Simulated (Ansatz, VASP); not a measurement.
# Ta2AlN2: VASP beside Ansatz

```xyz
5
Lattice="2.6972 -2.7384 0.0000 2.6972 2.7384 0.0000 0.0000 0.0000 5.2728" Properties=species:S:1:pos:R:3 pbc="T T T"
Ta    0.0000    0.0000    0.0000
Ta    2.6972    0.0000    0.0000
Al    2.6972    0.0000    2.6364
N     2.6972    2.1282    2.6364
N     2.6972   -2.1282    2.6364
```

Alike in both runs: functional PBE; k mesh 4 × 4 × 4; occupations gaussian, width 0.1 eV; no spin polarisation.

Ansatz relaxed the structure, and its values are those at the end. VASP's run is a single point on that final structure, the one shown.

|  | VASP | Ansatz |
| --- | --- | --- |
| version | VASP 6.6.1 | Ansatz 0.2.0 |
| potentials or method | VASP PAW PBE potentials, release 64 (Ta_pv, Al, N), cutoff 520 eV | scalar-relativistic, plane waves, PAW |
| valence electrons in the cell | 35 | 39 |

|  | VASP | Ansatz | Ansatz less VASP |
| --- | --- | --- | --- |
| gap on the k mesh at the Fermi level (eV) | none | none | - |
| pressure (GPa) | 0.2 | 0.0 | -0.18 |
| rms of the force components (eV/Å) | 0.119 | 0.004 | -0.1150 |

A gap of «none» marks a metal or a gap that the smearing closes. One of these differences is far larger than is usual between the two programs; its cause wasn't traced. VASP's potentials hold 35 valence electrons a cell and Ansatz's 39, so a difference there can come from the potentials and not from the codes.

The k mesh is coarse, so the values compare programs but aren't converged. Spin-orbit coupling is off throughout. Noted on VASP's run: the standard files for N, O and F lose accuracy on very short bonds.
